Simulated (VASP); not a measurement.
Runs of VASP 6.6.1 on Si. The structure is that of space group I4/mmm (No. 139), or close to it. The cells are those of the table. 

```tsv
cell	gap on the mesh (eV)	pressure (GPa)
a = 2.633 Å, angles 103.7, 105.5, 119.8°, 1 atom	none	(a)
a = 2.643 Å, angles 104.0, 104.9, 120.1°, 1 atom	none	(b)
a = 2.658 Å, angles 104.5, 104.1, 120.4°, 1 atom	none	-2.3
a = 2.663 Å, angles 104.7, 103.8, 120.5°, 1 atom	none	-2.7
a = 2.638 Å, angles 103.8, 105.2, 119.9°, 1 atom	none	-0.4
a = 2.673 Å, angles 105.0, 103.2, 120.8°, 1 atom	none	-3.4
a = 2.668 Å, angles 104.8, 103.5, 120.7°, 1 atom	none	-3.1
```

Alike in all rows: task single point; level PBE+D3(BJ); potentials or basis VASP PAW PBE potentials, release 64 (Si); no spin polarisation; k mesh 22 × 22 × 22; cutoff (eV) 520; smearing gaussian 0.15 eV.

Fill in the values left out.

(a) 0.1; (b) -0.9.

Caveats: pairwise dispersion overbinds metals, which lowers pressure and volume.

A gap of «none» marks levels without a gap at the run's occupations.
